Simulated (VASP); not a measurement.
Input of a VASP 6.6.1 run:

File INCAR:

```
PREC = Accurate
ENCUT = 450
EDIFF = 1E-6
ISMEAR = 0
SIGMA = 0.1
LREAL = F
LASPH = T
NELM = 300
ALGO = Normal
ISIF = 2
LWAVE = F
LCHARG = T
LDIPOL = T
IDIPOL = 3
DIPOL = 0.5 0.5 0.500
GGA = PE
LVHAR = T
LVACPOTAV = T
NBANDS = 71
ISYM = 0
GGA_COMPAT = F
NELMDL = -8
AMIX = 0.1
BMIX = 1E-4
AMIX_MAG = 0.4
BMIX_MAG = 1E-4
KPAR = 4
```

KPOINTS

```
regular mesh
0
Gamma
  12 7 1
```

POSCAR

```
Ti
1.0
    2.9384580613      0.0000000000      0.0000000000
   -1.4692290307      5.3013487498      0.0000000000
    0.0000000000      0.0000000000     25.7900303010
Ti
10
Direct
    0.4422069682      0.8844139365      0.2908100499
    0.7882169229      0.5764338458      0.3629445155
    0.0574189138      0.1148378276      0.3773714086
    0.4034288685      0.8068577369      0.4495058741
    0.6726308594      0.3452617188      0.4639327672
    0.0186408140      0.0372816281      0.5360672328
    0.2878428050      0.5756856099      0.5504941259
    0.6338527596      0.2677055192      0.6226285914
    0.9030547505      0.8061095011      0.6370554845
    0.2490647052      0.4981294104      0.7091899501
```

Potentials or basis: VASP PAW PBE potentials, release 64 (Ti_sv).

The run is started by

```sh
$ cat potpaw_PBE.64/Ti_sv/POTCAR > POTCAR
$ mpirun -np 4 vasp_std > vasp.out
```

**Question.** Estimate the band gap on the k mesh.

**Answer.** Zero (bands 60 and 61 overlap by 0.48 eV).

**Question.** Predict the largest force.

**Answer.** 1.094 eV/Å.

Forces in eV/Å, atoms in the order of the input:
```
Ti   0.000  0.000  1.094
Ti   0.000  0.448 -0.499
Ti   0.001 -0.407 -0.412
Ti   0.000 -0.061 -0.021
Ti   0.000  0.059 -0.060
Ti  -0.001 -0.060  0.060
Ti   0.000  0.062  0.022
Ti   0.000  0.408  0.411
Ti   0.001 -0.448  0.497
Ti   0.000 -0.001 -1.093
```
